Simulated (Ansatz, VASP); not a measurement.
## Fe in VASP and in Ansatz

```xyz
2
Lattice="0.0000 2.4034 2.4034 2.4034 0.0000 2.4034 2.4034 2.4034 0.0000" Properties=species:S:1:pos:R:3 pbc="T T T"
Fe    0.6008    0.6008    0.6008
Fe    4.2059    4.2059    4.2059
```

Alike in both runs: functional PBEsol; k mesh 11 × 11 × 11; occupations fermi-dirac, width 0.1 eV; no spin polarisation.

Ansatz relaxed the structure, and its values are those at the end. VASP's run is a single point on that final structure, the one shown.

|  | VASP | Ansatz |
| --- | --- | --- |
| version | VASP 6.6.1 | Ansatz 0.2.0 |
| potentials or method | VASP PAW PBE potentials, release 64 (Fe_sv), cutoff 600 eV | plane waves (420 eV) with PAW, scalar-relativistic |
| valence electrons in the cell | 32 | 32 |

VASP gave:

- pressure (GPa): -2.9

Question: Which values does Ansatz return?

Answer: Pressure (GPa): 0.0.

VASP's potentials were made for PBE, not for PBEsol, and Ansatz warns of the same on its side.
